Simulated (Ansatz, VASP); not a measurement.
## Two plane-wave programs on SnTe

```
Sn Te
1.0
     0.00000    3.14406    3.14406
     3.14406    0.00000    3.14406
     3.14406    3.14406    0.00000
Sn Te
1 1
Direct
  0.00000 0.00000 0.00000
  0.50000 0.50000 0.50000
```

Alike in both runs: functional PBEsol; k mesh 10 × 10 × 10; occupations gaussian, width 0.01 eV; no spin polarisation.

Ansatz relaxed the structure, and its values are those at the end. VASP's run is a single point on that final structure, the one shown.

|  | VASP | Ansatz |
| --- | --- | --- |
| version | VASP 6.6.1 | Ansatz 0.2.0 |
| potentials or method | VASP PAW PBE potentials, release 64 (Sn_d, Te) | scalar-relativistic, plane waves, PAW |
| plane-wave cutoff (eV) | 520 | 420 |
| valence electrons in the cell | 20 | 30 |

|  | VASP | Ansatz | Ansatz less VASP |
| --- | --- | --- | --- |
| gap on the k mesh at the Fermi level (eV) | 0.16 | 0.16 | -0.001 |
| pressure (GPa) | 0.0 | 0.0 | +0.02 |

VASP's potentials were made for PBE, not for PBEsol. VASP's potentials hold 20 valence electrons a cell and Ansatz's 30, so a difference there can come from the potentials and not from the codes.

Neither program's run includes spin-orbit coupling.
